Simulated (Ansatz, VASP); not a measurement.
BaTiO3: VASP beside Ansatz

```
CELL_PARAMETERS angstrom
4.00600 0.00000 0.00000
0.00000 4.00600 0.00000
0.00000 0.00000 4.00600
ATOMIC_POSITIONS crystal
Ba 0.50000 0.50000 0.50000
Ti 0.00000 0.00000 0.00000
O 0.00000 0.00000 0.50000
O 0.00000 0.50000 0.00000
O 0.50000 0.00000 0.00000
```

Alike in both runs: functional PBEsol; k mesh 7 × 7 × 7; occupations fermi-dirac, width 0.05 eV; no spin polarisation; Hubbard terms Ti d U = 3.0 eV.

|  | VASP | Ansatz |
| --- | --- | --- |
| version | VASP 6.6.1 | Ansatz 0.2.0 |
| potentials or method | VASP PAW PBE potentials, release 64 (Ba_sv, Ti_sv, O_h) | Ansatz PAW |
| plane-wave cutoff (eV) | 910 | 420 |
| valence electrons in the cell | 40 | 40 |
| task | single point | projected density of states |

VASP gave:

| Item | Value |
| --- | --- |
| gap on the k mesh at the Fermi level (eV) | 2.10 |
| least direct gap on the mesh (eV) | 2.21 |

Question: Estimate Ansatz's values.

Answer: gap on the k mesh at the Fermi level (eV): 2.14; least direct gap on the mesh (eV): 2.22.

VASP's potentials were made for PBE, not for PBEsol. The programs project onto different local orbitals, so the same U acts differently, and such runs can settle in different states.

Neither program's run includes spin-orbit coupling. Noted on VASP's run: the cutoff is short for stress, so the pressure is rough. Noted on Ansatz's run: odd divisions of the mesh miss points on the zone boundary, where band edges often lie, so the gap on the mesh can be too wide.
